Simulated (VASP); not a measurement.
# N in VASP: a series of runs

N is run at these levels: PBEsol, LDA; tasks: relaxation of the atoms, single point.

Everything below comes from runs of VASP 6.6.1. Logs are shortened: lines on timing, memory, paths and dates and some standing lists are left out, and cuts for length are marked.

### Step 1. The cell of the first run

It takes space group P6_3/mmc (No. 194, hexagonal). Conventional cell: a = 4.367 Å, b = 4.367 Å, c = 7.867 Å, α = 90.00°, β = 90.00°, γ = 120.00°. N (site symmetry 3m) has 1 N at 1.12 Å within 1.5 Å.

### Step 2. Relaxation of the atoms, PBEsol (strain along c alone, the other axes held: +6.0 %)

File INCAR:

```
PREC     = Accurate       # precision mode
ENCUT    = 520            # plane-wave cutoff, eV
EDIFF    = 1E-6           # SCF threshold, eV
ISMEAR   = 0              # smearing method
SIGMA    = 0.02           # smearing width, eV
LREAL    = F              # projectors in reciprocal space
LASPH    = T              # aspherical terms in the spheres
NELM     = 80             # most SCF steps
ALGO     = Normal         # electronic algorithm
ISIF     = 2              # what is computed and relaxed
LWAVE    = F              # write WAVECAR
LCHARG   = F              # write CHGCAR
GGA      = PS             # functional
IBRION   = 2              # ionic algorithm
NSW      = 60             # ionic steps
EDIFFG   = -0.008         # ionic threshold
```

File KPOINTS:

```
Automatic mesh
0
Gamma
  6 6 4
```

File POSCAR:

```
N
1.0
    4.3671061469      0.0000000000      0.0000000000
   -2.1835530734      3.7820248642      0.0000000000
    0.0000000000      0.0000000000      7.8671988561
N
4
Direct
    0.3333333333      0.6666666667      0.3212596199
    0.3333333333      0.6666666667      0.1787403801
    0.6666666667      0.3333333333      0.8212596199
    0.6666666667      0.3333333333      0.6787403801
```

Potentials or basis: VASP PAW PBE potentials, release 64 (N).

Launch:

```sh
$ cat potpaw_PBE.64/N/POTCAR > POTCAR
$ mpirun -np 1 vasp_std > vasp.out
```

OUTCAR:

```text
PREC = Accurate
   ENCUT = 520
   EDIFF = 1E-6
   ISMEAR = 0
   LREAL = F
   LASPH = T
   NELM = 80
   ISIF = 2
   GGA = PS
   IBRION = 2
   NSW = 60
   EDIFFG = -0.008

 ion  position               nearest neighbor table
   1  0.333  0.667  0.321-   2 1.12
   2  0.333  0.667  0.179-   1 1.12
   3  0.667  0.333  0.821-   4 1.12
   4  0.667  0.333  0.679-   3 1.12

  LATTYP: Found a hexagonal cell.
 ALAT       =     4.3671061469
 C/A-ratio  =     1.8014672855

  Lattice vectors:

 A1 = (   4.3671061469,   0.0000000000,   0.0000000000)
 A2 = (  -2.1835530734,   3.7820248642,   0.0000000000)
 A3 = (   0.0000000000,   0.0000000000,   7.8671988561)

Analysis of symmetry for initial positions (statically):
=====================================================================
 Subroutine PRICEL returns:
 Original cell was already a primitive cell.

 Routine SETGRP: Setting up the symmetry group for a
 hexagonal supercell.

 Subroutine GETGRP returns: Found 24 space group operations
 (whereof 12 operations were pure point group operations)
 out of a pool of 24 trial point group operations.

The static configuration has the point symmetry D_3d.
 The point group associated with its full space group is D_6h.

Analysis of symmetry for dynamics (positions and initial velocities):
=====================================================================
 Subroutine PRICEL returns:
 Original cell was already a primitive cell.

 Routine SETGRP: Setting up the symmetry group for a
 hexagonal supercell.

 Subroutine GETGRP returns: Found 24 space group operations
 (whereof 12 operations were pure point group operations)
 out of a pool of 24 trial point group operations.

The dynamic configuration has the point symmetry D_3d.
 The point group associated with its full space group is D_6h.

 Subroutine INISYM returns: Found 24 space group operations
 (whereof 12 operations are pure point group operations),
 and found     1 'primitive' translations

----------------------------------------------------------------------------------------

                                     Primitive cell

  volume of cell :     129.9386

  direct lattice vectors                    reciprocal lattice vectors
     4.367106147  0.000000000  0.000000000     0.228984588  0.132204313  0.000000000
    -2.183553073  3.782024864  0.000000000     0.000000000  0.264408627  0.000000000
     0.000000000  0.000000000  7.867198856     0.000000000  0.000000000  0.127110045

  length of vectors
     4.367106147  4.367106147  7.867198856     0.264408627  0.264408627  0.127110045

  position of ions in fractional coordinates (direct lattice)
     0.333333333  0.666666667  0.321259620
     0.333333333  0.666666667  0.178740380
     0.666666667  0.333333333  0.821259620
     0.666666667  0.333333333  0.678740380

  ion indices of the primitive-cell ions
   primitive index   ion index
                 1           1
                 2           2
                 3           3
                 4           4

----------------------------------------------------------------------------------------

 KPOINTS: Automatic mesh

Automatic generation of k-mesh.
 Grid dimensions read from file:
 generate k-points for:    6    6    4

 Generating k-lattice:

  Cartesian coordinates                     Fractional coordinates (reciprocal lattice)
     0.038164098  0.022034052  0.000000000     0.166666667  0.000000000  0.000000000
     0.000000000  0.044068104  0.000000000     0.000000000  0.166666667  0.000000000
     0.000000000  0.000000000  0.031777511     0.000000000  0.000000000  0.250000000

  Length of vectors
     0.044068104  0.044068104  0.031777511

  Shift w.r.t. Gamma in fractional coordinates (k-lattice)
     0.000000000  0.000000000  0.000000000

 Subroutine IBZKPT returns following result:
 ===========================================

 Found     21 irreducible k-points:

 Following reciprocal coordinates:
            Coordinates               Weight
  0.000000  0.000000  0.000000      1.000000
[... 44 lines left out ...]

------------------------ aborting loop because EDIFF is reached ----------------------------------------

  FORCE on cell =-STRESS in cart. coord.  units (eV):
  Direction    XX          YY          ZZ          XY          YZ          ZX
  --------------------------------------------------------------------------------------
  -------------------------------------------------------------------------------------
  Total       -0.0811995     -0.0811995     -3.2995928     -0.0000000     -0.0000000      0.0000000
  in kB       -1.0012109     -1.0012109    -40.6848456     -0.0000000     -0.0000000      0.0000000
  external PRESSURE =     -14.2290891 kB  Pullay stress =       0.0000000 kB

 VOLUME and BASIS-vectors are now :
 -----------------------------------------------------------------------------
  energy-cutoff  :      520.00
  volume of cell :      129.94
      direct lattice vectors                 reciprocal lattice vectors
     4.367106147  0.000000000  0.000000000     0.228984588  0.132204313  0.000000000
    -2.183553073  3.782024864  0.000000000     0.000000000  0.264408627  0.000000000
     0.000000000  0.000000000  7.867198856     0.000000000  0.000000000  0.127110045
[... 77 lines left out ...]
 POSITION                                       TOTAL-FORCE (eV/Angst)
 -----------------------------------------------------------------------------------
     -0.00000      2.52135      2.52237         0.000000      0.000000      0.098214
     -0.00000      2.52135      1.41123        -0.000000     -0.000000     -0.098214
      2.18355      1.26067      6.45597         0.000000     -0.000000      0.098214
      2.18355      1.26067      5.34483        -0.000000      0.000000     -0.098214
 -----------------------------------------------------------------------------------
    total drift:                               -0.000000      0.000000     -0.000000

  FREE ENERGIE OF THE ION-ELECTRON SYSTEM (eV)
  ---------------------------------------------------
  free  energy   TOTEN  =       -34.1452891592 eV

  energy  without entropy=      -34.1452891592  energy(sigma->0) =      -34.14528916

--------------------------------------- Ionic step        4  -------------------------------------------

 number of electron      20.0000009 magnetization

 Free energy of the ion-electron system (eV)
  ---------------------------------------------------
  ext. energy  EPLUGINS =         0.00000000
  ---------------------------------------------------
  free energy    TOTEN  =       -34.14535133 eV

  energy without entropy =      -34.14535133  energy(sigma->0) =      -34.14535133

 E-fermi :  -7.3854     XC(G=0):  -5.1153

 val. band max:       -7.5096345038   @ k =   0.0000   0.0000   0.0000
 cond. band min:      -0.1204670166   @ k =   0.3333   0.3333   0.0000
 fundamental gap:      7.3891674872
 Fermi energy:        -7.3853950151

 k-point     1 :       0.0000    0.0000    0.0000
  band No.  band energies     occupation
      1     -25.7442      2.00000
      2     -25.7364      2.00000
      3     -11.2264      2.00000
      4     -10.8774      2.00000
      5      -9.0787      2.00000
      6      -9.0787      2.00000
      7      -9.0398      2.00000
      8      -9.0398      2.00000
      9      -8.0975      2.00000
     10      -7.5096      2.00000
     11       0.3982      0.00000
     12       0.3982      0.00000
     13       0.6467      0.00000
     14       0.6467      0.00000

 k-point     2 :       0.1667    0.0000    0.0000
  band No.  band energies     occupation
      1     -25.7417      2.00000
      2     -25.7349      2.00000
      3     -11.1952      2.00000
      4     -10.8878      2.00000
      5      -9.1282      2.00000
      6      -9.0987      2.00000
      7      -9.0937      2.00000
      8      -9.0462      2.00000
      9      -8.0225      2.00000
     10      -7.5185      2.00000
[... 347 lines left out ...]
 POSITION                                       TOTAL-FORCE (eV/Angst)
 -----------------------------------------------------------------------------------
     -0.00000      2.52135      2.52270         0.000000     -0.000000     -0.003111
     -0.00000      2.52135      1.41090         0.000000     -0.000000      0.003111
      2.18355      1.26067      6.45630        -0.000000      0.000000     -0.003111
      2.18355      1.26067      5.34450        -0.000000      0.000000      0.003111
 -----------------------------------------------------------------------------------
    total drift:                               -0.000000      0.000000     -0.000000

  FREE ENERGIE OF THE ION-ELECTRON SYSTEM (eV)
  ---------------------------------------------------
  free  energy   TOTEN  =       -34.1453513320 eV

  energy  without entropy=      -34.1453513320  energy(sigma->0) =      -34.14535133

 reached required accuracy - stopping structural energy minimisation
```

Wall time 68 s (1 thread of Intel Xeon 6975P-C, shared host); peak memory 0.23 GiB.

What came out:

```yaml
Free_energy: -34.1454 eV
Energy_gained_by_relaxing: 3.3 meV/atom
Ionic_steps: 4
Pressure_after_relaxing: -0.2 GPa
Largest_force_after_relaxing: 0.003 eV/Å
Band_gap_on_the_k_mesh: 7.39 eV, indirect (least direct gap 7.49 eV)
```

Forces in eV/Å, atoms in the order of the input:
```
N    0.000  0.000 -0.003
N    0.000  0.000  0.003
N    0.000  0.000 -0.003
N    0.000  0.000  0.003
```

Stress tensor (GPa, compression positive):
```
-0.11  0.00  0.00
 0.00 -0.11  0.00
 0.00  0.00 -0.25
```

The path:
| step | energy change (eV) | largest force (eV/Å) | pressure (GPa) |
| --- | --- | --- | --- |
| 1 | 0.0000 | 1.3919 | -1.42 |
| 2 | 3.2846 | 30.7599 | 24.39 |
| 3 | -0.0133 | 0.0982 | -0.06 |
| 4 | -0.0133 | 0.0031 | -0.16 |

Final structure:
```yaml
crystal:
  lattice:
    - [4.36711, 0.00000, 0.00000]
    - [-2.18355, 3.78202, 0.00000]
    - [0.00000, 0.00000, 7.86720]
  atoms:
    - { symbol: N, position: [0.33333, 0.66667, 0.32066] }
    - { symbol: N, position: [0.33333, 0.66667, 0.17934] }
    - { symbol: N, position: [0.66667, 0.33333, 0.82066] }
    - { symbol: N, position: [0.66667, 0.33333, 0.67934] }
```

Levels at points of the mesh, in eV from the valence-band top:
| k point | band 6 | band 7 | band 8 | band 9 | band 10 | band 11 | band 12 | band 13 | band 14 |
| --- | --- | --- | --- | --- | --- | --- | --- | --- | --- |
| (0.00, 0.00, 0.00) | -1.57 | -1.53 | -1.53 | -0.59 | 0.00 | 7.91 | 7.91 | 8.16 | 8.16 |
| (0.50, 0.00, 0.00) | -1.72 | -1.63 | -1.56 | -0.27 | -0.09 | 7.40 | 7.72 | 7.82 | 8.19 |
| (0.00, 0.00, 0.50) | -1.55 | -1.55 | -1.55 | -0.28 | -0.28 | 8.03 | 8.03 | 8.03 | 8.03 |
| (0.50, 0.00, 0.50) | -1.73 | -1.59 | -1.59 | -0.19 | -0.19 | 7.61 | 7.61 | 7.95 | 7.95 |

Caveat: the cell differs from its parent crystal (strain along c alone, the other axes held: +6.0 %); the standard files for N, O and F lose accuracy on very short bonds; the PAW data sets were made with another functional, which shifts forces and pressure a little.

### Step 3. Single point, LDA (functional LDA, strained)

File INCAR:

```
  PREC = Accurate
  ENCUT = 520
  EDIFF = 1E-7
  ISMEAR = 0
  SIGMA = 0.02
  LREAL = F
  LASPH = T
  NELM = 100
  ALGO = Normal
  ISIF = 2
  LWAVE = F
  LCHARG = F
  NBANDS = 18
```

File KPOINTS:

```
regular mesh
0
Gamma
  6 6 4
```

File POSCAR:

```
N
1.0
    4.3961389089      0.0000000000      0.0000000000
   -2.1980694544      3.8071679737      0.0000000000
    0.0000000000      0.0000000000      7.2857532302
N
4
Direct
    0.3333333300      0.6666666700      0.3146565673
    0.3333333300      0.6666666700      0.1853434327
    0.6666666700      0.3333333300      0.8146565673
    0.6666666700      0.3333333300      0.6853434327
```

Potentials or basis: VASP PAW LDA potentials, release 64 (N).

Launch:

```sh
$ cat potpaw_LDA.64/N/POTCAR > POTCAR
$ mpirun -np 1 vasp_std > vasp.out
```

Wall time 29 s (1 thread of Intel Xeon Platinum 8375C at 2.90GHz (Ice Lake), shared host); peak memory 0.2 GiB.

It converged, with:

```
Free energy            : -28.9494 eV
Pressure               : 38.1 GPa
Largest force          : 46.658 eV/Å
Band gap on the k mesh : 9.13 eV, indirect (least direct gap 9.29 eV)
```

Forces on the atoms (eV/Å):
```
N     0.000   0.000  46.658
N     0.000   0.000 -46.658
N     0.000   0.000  46.658
N     0.000   0.000 -46.658
```

Stress tensor (GPa, compression positive):
```
 -0.35   0.00   0.00
  0.00  -0.35   0.00
  0.00   0.00 114.93
```

Levels at points of the mesh, in eV from the valence-band top:
| k point | band 8 | band 9 | band 10 | band 11 | band 12 | band 13 |
| --- | --- | --- | --- | --- | --- | --- |
| (0.00, 0.00, 0.00) | -1.87 | -0.73 | 0.00 | 9.85 | 10.08 | 10.08 |
| (0.50, 0.00, 0.00) | -2.01 | -0.34 | -0.11 | 9.17 | 9.75 | 10.01 |
| (0.00, 0.00, 0.50) | -2.18 | -0.31 | -0.31 | 10.12 | 10.12 | 10.30 |
| (0.50, 0.00, 0.50) | -2.09 | -0.23 | -0.23 | 9.48 | 9.48 | 10.16 |

Caveat: the cell differs from its parent crystal (functional LDA, strained); the standard files for N, O and F lose accuracy on very short bonds; forces of over 1 eV/Å act on the atoms, so gaps and moduli don't describe the material at rest. A k mesh can miss the band edges.

### Step 4. Single point, PBEsol (one atom moved)

File INCAR:

```
ALGO = Normal ; EDIFF = 1E-6
ENCUT = 520 ; GGA = PS
ISIF = 2 ; ISMEAR = 0
LASPH = T ; LCHARG = F
LREAL = F ; LWAVE = F
NBANDS = 18 ; NELM = 60
PREC = Accurate ; SIGMA = 0.02
```

File KPOINTS:

```
k-points
0
Gamma
  6 6 4
```

File POSCAR:

```
N
1.0
    4.1672328106      0.0000000000      0.0000000000
   -2.0836164053      3.6089294775      0.0000000000
    0.0000000000      0.0000000000      7.0060035100
N
4
Direct
    0.3395678658      0.6791357416      0.3289300400
    0.3333333300      0.6666666700      0.1710699600
    0.6666666700      0.3333333300      0.8289300400
    0.6666666700      0.3333333300      0.6710699600
```

Potentials or basis: VASP PAW PBE potentials, release 64 (N).

Launch:

```sh
$ cat potpaw_PBE.64/N/POTCAR > POTCAR
$ mpirun -np 1 vasp_std > vasp.out
```

Run time: 48 s. Hardware: 1 thread of Intel Xeon Platinum 8375C at 2.90GHz (Ice Lake), shared host; peak memory 0.24 GiB.

It converged, with:

```yaml
Free_energy: -34.1312 eV
Pressure: 0.9 GPa
Largest_force: 0.894 eV/Å
Band_gap_on_the_k_mesh: 6.97 eV, indirect (least direct gap 7.27 eV)
```

Forces in eV/Å, atoms in the order of the input:
```
N    0.000  0.027  0.747
N    0.000 -0.030 -0.747
N    0.000 -0.003  0.894
N    0.000  0.006 -0.894
```

Stress tensor (GPa, compression positive):
```
0.00 0.00 0.00
0.00 0.02 0.06
0.00 0.06 2.72
```

Levels at points of the mesh, in eV from the valence-band top:
```tsv
k point	band 6	band 7	band 8	band 9	band 10	band 11	band 12	band 13	band 14	band 15
(0.00, 0.00, 0.00)	-1.84	-1.74	-1.74	-1.10	0.00	7.67	7.69	8.14	8.16	10.03
(0.50, 0.00, 0.00)	-2.04	-1.93	-1.77	-0.57	-0.21	7.07	7.41	7.77	8.25	11.44
(0.00, 0.50, 0.00)	-2.04	-1.93	-1.77	-0.55	-0.23	7.08	7.41	7.76	8.25	11.46
(0.00, 0.00, 0.50)	-1.79	-1.79	-1.79	-0.50	-0.50	7.89	7.89	7.92	7.92	10.19
(0.50, 0.00, 0.50)	-2.03	-1.85	-1.85	-0.44	-0.42	7.41	7.44	7.80	7.81	12.20
(0.00, 0.50, 0.50)	-2.03	-1.85	-1.85	-0.45	-0.41	7.40	7.46	7.80	7.81	12.19
```

Caveat: the cell differs from its parent crystal (one atom moved); the standard files for N, O and F lose accuracy on very short bonds; the PAW data sets were made with another functional, which shifts forces and pressure a little.

### Step 5. Single point, PBEsol

This run uses another cell than the first one, of 26.34 Å³/atom, 0.811 times its volume.

File INCAR:

```
SYSTEM = N
PREC = Accurate ; ENCUT = 520
EDIFF = 1E-6 ; ISMEAR = 0
SIGMA = 0.02 ; LREAL = .FALSE.
LASPH = .TRUE. ; NELM = 100
ALGO = Normal ; ISIF = 2
LWAVE = .FALSE. ; LCHARG = .TRUE.
GGA = PS ; LELF = .TRUE.
LVHAR = .TRUE. ; NBANDS = 18
```

File KPOINTS:

```
regular mesh
0
G
  6 6 4
  0 0 0
```

POSCAR is that of step 4.

Launch:

```sh
$ cat potpaw_PBE.64/N/POTCAR > POTCAR
$ mpirun -np 1 vasp_std > vasp.out
```

Run time: 49 s. Hardware: 1 thread of Intel Xeon Platinum 8375C at 2.90GHz (Ice Lake), shared host; peak memory 0.24 GiB.

Results (log left out):

| Quantity | Value |
| --- | --- |
| Free energy | -34.1312 eV |
| Pressure | 0.9 GPa |
| Largest force | 0.894 eV/Å |
| Band gap on the k mesh | 6.97 eV, indirect (least direct gap 7.27 eV) |

Forces on the atoms (eV/Å):
```
N    0.000  0.027  0.747
N    0.000 -0.030 -0.747
N    0.000 -0.003  0.894
N    0.000  0.006 -0.894
```

Stress tensor (GPa, compression positive):
```
0.00 0.00 0.00
0.00 0.02 0.06
0.00 0.06 2.72
```

Levels at points of the mesh, in eV from the valence-band top:
```
           k point  band 6  band 7  band 8  band 9  band 10  band 11  band 12  band 13  band 14  band 15
(0.00, 0.00, 0.00)   -1.84   -1.74   -1.74   -1.10     0.00     7.67     7.69     8.14     8.16    10.03
(0.50, 0.00, 0.00)   -2.04   -1.93   -1.77   -0.57    -0.21     7.07     7.41     7.77     8.25    11.44
(0.00, 0.50, 0.00)   -2.04   -1.93   -1.77   -0.55    -0.23     7.08     7.41     7.76     8.25    11.46
(0.00, 0.00, 0.50)   -1.79   -1.79   -1.79   -0.50    -0.50     7.89     7.89     7.92     7.92    10.19
(0.50, 0.00, 0.50)   -2.03   -1.85   -1.85   -0.44    -0.42     7.41     7.44     7.80     7.81    12.20
(0.00, 0.50, 0.50)   -2.03   -1.85   -1.85   -0.45    -0.41     7.40     7.46     7.80     7.81    12.19
```

Caveat: the standard files for N, O and F lose accuracy on very short bonds; the PAW data sets were made with another functional, which shifts forces and pressure a little. A k mesh can miss the band edges.

### Step 6. Overview

| task | level | potentials or basis | cell | gap on the mesh (eV) | pressure (GPa) | largest force (eV/Å) |
| --- | --- | --- | --- | --- | --- | --- |
| relaxation of the atoms | PBEsol | VASP PAW PBE potentials, release 64 (N) | atoms relaxed from a = 4.367, b = 4.367, c = 7.867 Å, angles 90.0, 90.0, 120.0°, 4 atoms | 7.39 | -0.2 | - |
| single point | LDA | VASP PAW LDA potentials, release 64 (N) | a = 4.396, b = 4.396, c = 7.286 Å, angles 90.0, 90.0, 120.0°, 4 atoms | 9.13 | 38.1 | 46.66 |
| single point | PBEsol | VASP PAW PBE potentials, release 64 (N) | a = 4.167, b = 4.167, c = 7.006 Å, angles 90.0, 90.0, 120.0°, 4 atoms | 6.97 | 0.9 | 0.89 |

Alike in all rows: no spin polarisation; k mesh 6 × 6 × 4; cutoff (eV) 520; smearing gaussian 0.02 eV.

Caveats: the standard files for N, O and F lose accuracy on very short bonds; the PAW data sets were made with another functional, which shifts forces and pressure a little (some runs); forces of over 1 eV/Å act on the atoms, so gaps and moduli don't describe the material at rest (some runs).

Total energies depend on the potentials used, so only differences within one code and one set of settings carry meaning.
